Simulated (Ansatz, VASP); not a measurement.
# One calculation of Ir, two programs

```
Ir
1.0
     2.69540    0.00000    0.00000
    -1.34770    2.33429    0.00000
     0.00000    0.00000   24.80310
Ir
5
Direct
  0.83333 0.16667 0.32465
  0.16667 0.83333 0.41146
  0.50000 0.50000 0.50000
  0.83333 0.16667 0.58854
  0.16667 0.83333 0.67535
```

Alike in both runs: functional LDA; k mesh 15 × 15 × 1; occupations fermi-dirac, width 0.08 eV; no spin polarisation.

Ansatz relaxed the structure, and its values are those at the end. VASP's run is a single point on that final structure, the one shown.

|  | VASP | Ansatz |
| --- | --- | --- |
| version | VASP 6.6.1 | Ansatz 0.2.0 |
| potentials or method | VASP PAW LDA potentials, release 64 (Ir_sv_GW) | PAW with Ansatz's default frozen-core files, scalar-relativistic |
| plane-wave cutoff (eV) | 420 | 420 |
| valence electrons in the cell | 85 | 85 |

```csv
,VASP,Ansatz,Ansatz less VASP
rms of the force components (eV/Å),0.026,0.003,-0.0233
```

LDA's correlation is that of Perdew and Zunger in VASP and of Perdew and Wang (1992) in Ansatz. Ansatz's warnings: stress scf threshold loose.

Neither program's run includes spin-orbit coupling.
